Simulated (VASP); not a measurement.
Set up this calculation in VASP 6.6.1, as the native input.

```
Task                   : single point
Functional             : PBE
Potentials or basis    : VASP PAW PBE potentials, release 64 (Mo_sv)
Cutoff                 : 520 eV
k mesh                 : 9 × 8 × 8
Occupations            : fermi-dirac, width 0.05 eV
Spin                   : no spin polarisation
Dipole correction      : no
Further INCAR settings : ALGO = Normal; EDIFF = 1e-06; NBANDS = 13
```

The structure of Mo lies in POSCAR:

```
Mo
1.0
    0.1575306600      2.0190446400      1.9118309000
    2.1247256100     -0.0263960200      2.0957575800
    2.0299532600      2.1081989700      0.0683763300
Mo
1
Direct
    0.0000000000      0.0000000000      0.0000000000
```

These files were run (other wordings do the same):

INCAR

```
SYSTEM = Mo
PREC = Accurate
ENCUT = 520
EDIFF = 1E-6
ISMEAR = -1
SIGMA = 0.05
LREAL = .FALSE.
LASPH = .TRUE.
NELM = 60
ALGO = Normal
ISIF = 2
LWAVE = .FALSE.
LCHARG = .FALSE.
GGA = PE
NBANDS = 13
```

KPOINTS

```
regular mesh
0
G
  9 8 8
  0 0 0
```

Potentials or basis: VASP PAW PBE potentials, release 64 (Mo_sv).

The run is started by

```bash
$ cat potpaw_PBE.64/Mo_sv/POTCAR > POTCAR
$ mpirun -np 1 vasp_std > vasp.out
```

It gave:

```yaml
Pressure: -0.6 GPa
Band_gap_on_the_k_mesh: zero (bands 7 and 8 overlap by 3.88 eV)
```

Caveat: the stress differs along the axes, from -4 to 2 GPa.

It took 15 s on 1 thread of Intel(R) Xeon(R) 6975P-C (Granite Rapids), with other jobs on the host, peak memory 0.18 GiB.
